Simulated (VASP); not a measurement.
# SnSe2 (P4_2/mnm) in VASP: a series of runs, part 2 of 2

VASP 6.6.1.

### Step 3. Relaxation of cell and atoms, PBEsol

This run uses another cell than the first one, of 28.93 Å³/atom.

The input, INCAR:

```
SYSTEM = SnSe2
PREC     = Accurate       ! precision mode
ENCUT    = 600            ! plane-wave cutoff, eV
EDIFF    = 1E-6           ! SCF threshold, eV
ISMEAR   = -1             ! smearing method
SIGMA    = 0.02           ! smearing width, eV
LREAL    = .False.        ! projectors in reciprocal space
LASPH    = .True.         ! aspherical terms in the spheres
NELM     = 60             ! most SCF steps
ALGO     = Normal         ! electronic algorithm
ISIF     = 3              ! what is computed and relaxed
LWAVE    = .False.        ! write WAVECAR
LCHARG   = .False.        ! write CHGCAR
GGA      = PS             ! functional
IBRION   = 2              ! ionic algorithm
NSW      = 80             ! ionic steps
EDIFFG   = -0.005         ! ionic threshold
```

The input, KPOINTS:

```
Automatic mesh
0
Gamma
  4 4 6
  0 0 0
```

The input, POSCAR:

```
SnSe2
1.0
    6.5776880365      0.0000000000      0.0000000000
    0.0000000000      6.5776880365      0.0000000000
    0.0000000000      0.0000000000      4.0126018055
Sn Se
2 4
Direct
    0.0000000000      0.0000000000      0.0000000000
    0.5000000000      0.5000000000      0.5000000000
    0.3070040500      0.3070040500      0.0000000000
    0.1929959500      0.8070040500      0.5000000000
    0.8070040500      0.1929959500      0.5000000000
    0.6929959500      0.6929959500      0.0000000000
```

Potentials or basis: VASP PAW PBE potentials, release 64 (Sn_d, Se).

Started as:

```sh
$ cat potpaw_PBE.64/Sn_d/POTCAR potpaw_PBE.64/Se/POTCAR > POTCAR
$ mpirun -np 1 vasp_std > vasp.out
```

OUTCAR:

```text
SYSTEM = SnSe2
   PREC = Accurate
   ENCUT = 600
   EDIFF = 1E-6
   ISMEAR = -1
   LREAL = .False.
   LASPH = .True.
   NELM = 60
   ISIF = 3
   GGA = PS
   IBRION = 2
   NSW = 80
   EDIFFG = -0.005

 ion  position               nearest neighbor table
   1  0.000  0.000  0.000-   4 2.69   5 2.69   4 2.69   5 2.69   3 2.86   6 2.86
   2  0.500  0.500  0.500-   3 2.69   6 2.69   3 2.69   6 2.69   5 2.86   4 2.86
   3  0.307  0.307  0.000-   2 2.69   2 2.69   1 2.86
   4  0.193  0.807  0.500-   1 2.69   1 2.69   2 2.86
   5  0.807  0.193  0.500-   1 2.69   1 2.69   2 2.86
   6  0.693  0.693  0.000-   2 2.69   2 2.69   1 2.86

  LATTYP: Found a simple tetragonal cell.
 ALAT       =     6.5776880365
 C/A-ratio  =     0.6100322459

  Lattice vectors:

 A1 = (   6.5776880365,   0.0000000000,   0.0000000000)
 A2 = (   0.0000000000,   6.5776880365,   0.0000000000)
 A3 = (   0.0000000000,   0.0000000000,   4.0126018055)

Analysis of symmetry for initial positions (statically):
=====================================================================
 Subroutine PRICEL returns:
 Original cell was already a primitive cell.

 Routine SETGRP: Setting up the symmetry group for a
 simple tetragonal supercell.

 Subroutine GETGRP returns: Found 16 space group operations
 (whereof  8 operations were pure point group operations)
 out of a pool of 16 trial point group operations.

The static configuration has the point symmetry D_2h.
 The point group associated with its full space group is D_4h.

Analysis of symmetry for dynamics (positions and initial velocities):
=====================================================================
 Subroutine PRICEL returns:
 Original cell was already a primitive cell.

 Routine SETGRP: Setting up the symmetry group for a
 simple tetragonal supercell.

 Subroutine GETGRP returns: Found 16 space group operations
 (whereof  8 operations were pure point group operations)
 out of a pool of 16 trial point group operations.

The dynamic configuration has the point symmetry D_2h.
[... 130 lines left out ...]
  Thomas-Fermi vector in A             =   2.231669
   LORBIT       =      0    0 simple, 1 ext, 2 COOP (PROOUT), +10 PAW based schemes
   GGA     = PS    functional components
   LHFCALC =     F    Hartree Fock is set to
   AEXX    =    0.0000 exact exchange contribution
   IVDW    =     0    specifies the selected vdW correction
   LEPSILON=     F    determine dielectric tensor
   LRPA    =     F    only Hartree local field effects (RPA)
 conjugate gradient relaxation of ions
 non-spin polarized calculation
  energy-cutoff  :      600.00
  volume of cell :      173.61
 maximum number of plane-waves:      5824
 NGX is ok and might be reduce to    54
   NGX = 27   NGY = 27   NGZ = 17

--------------------------------------- Ionic step        1  -------------------------------------------

 number of electron      51.9999995 magnetization

 Free energy of the ion-electron system (eV)
  ---------------------------------------------------
  ext. energy  EPLUGINS =         0.00000000
  ---------------------------------------------------
  free energy    TOTEN  =       -24.65822974 eV

  energy without entropy =      -24.65662629  energy(sigma->0) =      -24.65742802

------------------------ aborting loop because EDIFF is reached ----------------------------------------

  FORCE on cell =-STRESS in cart. coord.  units (eV):
  Direction    XX          YY          ZZ          XY          YZ          ZX
  --------------------------------------------------------------------------------------
  -------------------------------------------------------------------------------------
  Total       -2.4629095     -2.4629095     -2.8295517      0.0000000      0.0000000      0.0000000
  in kB      -22.7293188    -22.7293188    -26.1129299      0.0000000      0.0000000      0.0000000
  external PRESSURE =     -23.8571892 kB  Pullay stress =       0.0000000 kB
[... 101 lines left out ...]
  FREE ENERGIE OF THE ION-ELECTRON SYSTEM (eV)
  ---------------------------------------------------
  free  energy   TOTEN  =       -24.7167537267 eV

  energy  without entropy=      -24.7151477027  energy(sigma->0) =      -24.71595071

[... ionic steps 4 to 8 ...]

--------------------------------------- Ionic step        9  -------------------------------------------

 number of electron      52.0000010 magnetization

------------------------ aborting loop because EDIFF is reached ----------------------------------------
[... 75 lines left out ...]
--------------------------------------- Ionic step       11  -------------------------------------------

 number of electron      52.0000009 magnetization

 Free energy of the ion-electron system (eV)
  ---------------------------------------------------
  ext. energy  EPLUGINS =         0.00000000
  ---------------------------------------------------
  free energy    TOTEN  =       -24.72432883 eV

  energy without entropy =      -24.72263222  energy(sigma->0) =      -24.72348052

 E-fermi :   3.7888     XC(G=0):  -9.3505

 val. band max:        3.6631185532   @ k =   0.2500   0.2500   0.1667
 cond. band min:       3.7955566674   @ k =   0.2500   0.2500   0.0000
 fundamental gap:      0.1324381142
 Fermi energy:         3.7888246021

 k-point     1 :       0.0000    0.0000    0.0000
  band No.  band energies     occupation
      1     -18.0437      2.00000
      2     -18.0189      2.00000
      3     -17.9664      2.00000
      4     -17.9664      2.00000
      5     -17.9377      2.00000
      6     -17.9344      2.00000
[... 838 lines left out ...]
  FREE ENERGIE OF THE ION-ELECTRON SYSTEM (eV)
  ---------------------------------------------------
  free  energy   TOTEN  =       -24.7243288291 eV

  energy  without entropy=      -24.7226322192  energy(sigma->0) =      -24.72348052

 reached required accuracy - stopping structural energy minimisation
```

CONTCAR:

```text
SnSe2
   1.00000000000000
     6.4299000284155969    0.0000000000000000    0.0000000000000000
     0.0000000000000000    6.4299000284155969    0.0000000000000000
     0.0000000000000000    0.0000000000000000    3.9856459975021612
  Sn              Se
     2     4
Direct
     0.0000000000000000    0.0000000000000000    0.0000000000000000
     0.5000000000000000    0.5000000000000000    0.5000000000000000
     0.3053944787214374    0.3053944787214374    0.0000000000000000
     0.1946055212785626    0.8053944787214372    0.5000000000000000
     0.8053944787214372    0.1946055212785626    0.5000000000000000
     0.6946055212785628    0.6946055212785628    0.0000000000000000

  0.00000000E+00  0.00000000E+00  0.00000000E+00
  0.00000000E+00  0.00000000E+00  0.00000000E+00
  0.00000000E+00  0.00000000E+00  0.00000000E+00
  0.00000000E+00  0.00000000E+00  0.00000000E+00
  0.00000000E+00  0.00000000E+00  0.00000000E+00
  0.00000000E+00  0.00000000E+00  0.00000000E+00
```

Run time: 24 min. Hardware: 1 thread of Oxide Virtual Turin-like, shared host; peak memory 0.35 GiB.

What came out:

| Item | Value |
| --- | --- |
| Free energy | -24.7243 eV |
| Relaxed volume | 27.46 Å³/atom |
| Relaxed cell | a = 6.430 Å, b = 6.430 Å, c = 3.986 Å, α = 90.00°, β = 90.00°, γ = 90.00° |
| Space group after relaxing (to 0.1 Å) | P4_2/mnm (No. 136) |
| Energy gained by relaxing | 11.0 meV/atom |
| Ionic steps | 11 |
| Pressure after relaxing | 0.0 GPa |
| Band gap on the k mesh | zero (bands 26 and 27 overlap by 0.03 eV) |

Forces in eV/Å, atoms in the order of the input:
```
Sn   0.000  0.000  0.000
Sn   0.000  0.000  0.000
Se  -0.001 -0.001  0.000
Se   0.001 -0.001  0.000
Se  -0.001  0.001  0.000
Se   0.001  0.001  0.000
```

Step by step:
```tsv
step	energy change (eV)	largest force (eV/Å)	pressure (GPa)	volume (Å³)
1	0.0000	0.0550	-2.39	173.61
2	-0.0469	0.2104	1.16	163.01
3	-0.0585	0.1224	-0.03	166.14
4	-0.0621	0.0810	-0.02	165.73
5	-0.0655	0.0054	0.01	164.98
6	-0.0657	0.0204	0.04	164.72
7	-0.0657	0.0176	0.03	164.74
8	-0.0660	0.0113	-0.02	164.88
9	-0.0660	0.0071	-0.07	164.97
10	-0.0660	0.0109	0.06	164.60
11	-0.0661	0.0021	0.00	164.78
```

Final structure:
```cif
data_structure
_symmetry_space_group_name_H-M 'P 1'
_symmetry_Int_Tables_number 1
_cell_length_a 6.4299
_cell_length_b 6.4299
_cell_length_c 3.9856
_cell_angle_alpha 90.000
_cell_angle_beta 90.000
_cell_angle_gamma 90.000
_cell_volume 164.78
loop_
_atom_site_label
_atom_site_type_symbol
_atom_site_fract_x
_atom_site_fract_y
_atom_site_fract_z
_atom_site_occupancy
Sn1 Sn 0.00000 0.00000 0.00000 1
Sn2 Sn 0.50000 0.50000 0.50000 1
Se1 Se 0.30539 0.30539 0.00000 1
Se2 Se 0.19461 0.80539 0.50000 1
Se3 Se 0.80539 0.19461 0.50000 1
Se4 Se 0.69461 0.69461 0.00000 1
```

Levels at points of the mesh, in eV from the Fermi level:
```tsv
k point	band 22	band 23	band 24	band 25	band 26	band 27	band 28	band 29	band 30	band 31
(0.00, 0.00, 0.00)	-1.37	-1.06	-1.06	-0.37	-0.37	0.35	1.22	2.31	2.31	3.37
(0.50, 0.00, 0.00)	-2.05	-0.92	-0.92	-0.53	-0.53	0.51	0.51	2.98	2.98	3.81
(0.50, 0.50, 0.00)	-1.67	-1.13	-1.13	-1.07	-1.07	0.54	0.54	3.49	3.49	4.70
(0.00, 0.00, 0.50)	-2.82	-1.46	-1.46	-1.34	-1.34	0.79	0.79	4.81	4.81	5.94
(0.50, 0.00, 0.50)	-2.02	-0.87	-0.87	-0.79	-0.79	1.46	1.46	2.07	2.07	5.38
(0.50, 0.50, 0.50)	-2.74	-0.97	-0.97	-0.71	-0.71	0.22	0.22	4.40	4.40	4.42
```

Caveat: the structure was generated, so it needn't be the stable form of SnSe2; semilocal functionals underestimate gaps, and a narrow one can read as zero; the PAW data sets were made with another functional, which shifts forces and pressure a little; spin-orbit coupling is left out, which moves the levels of the heavy elements.

The gap in the log of VASP goes by the Fermi energy; the results here count the filled bands.